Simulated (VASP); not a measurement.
Ta2Si, 6 atoms in the cell. Symmetry: I4/mcm, No. 140, tetragonal system. The conventional cell has a = 6.415 Å, b = 6.415 Å, c = 4.847 Å, α = 90.00°, β = 90.00°, γ = 90.00°. Ta (site symmetry m2m) has 4 Si at 2.69 Å and 11 Ta at 2.89 to 3.39 Å within 3.5 Å. Si (site symmetry 422) has 2 Si at 2.42 Å and 8 Ta at 2.69 Å within 3.2 Å.  This cell differs from its parent crystal: strain +0.040 along x and y, -0.040 along z.

```yaml
Program: VASP 6.6.1
Task: single point
Functional: r2SCAN
Potentials_or_basis: VASP PAW PBE potentials, release 64 (Ta_pv, Si)
Cutoff: 520 eV
k_mesh: 12 × 12 × 12
Occupations: gaussian, width 0.15 eV
Spin: no spin polarisation
Dipole_correction: no
Further_INCAR_settings: ALGO = Normal; EDIFF = 1e-06; NBANDS = 35
```

Potentials or basis: VASP PAW PBE potentials, release 64 (Ta_pv, Si).

Run with:

```sh
$ cat potpaw_PBE.64/Ta_pv/POTCAR potpaw_PBE.64/Si/POTCAR > POTCAR
$ cp INCAR.step1 INCAR
$ mpirun -np 1 vasp_std > vasp.out
$ cp INCAR.step2 INCAR
$ mpirun -np 1 vasp_std > vasp.out
```

Hardware: 1 thread of Oxide Virtual Turin-like Processor (shared host).

Question: How long does it take, and how much memory?

Answer: Run time: 63 min on 1 thread of Oxide Virtual Turin-like Processor (shared host), peak memory 0.53 GiB. Counts: k points 163.
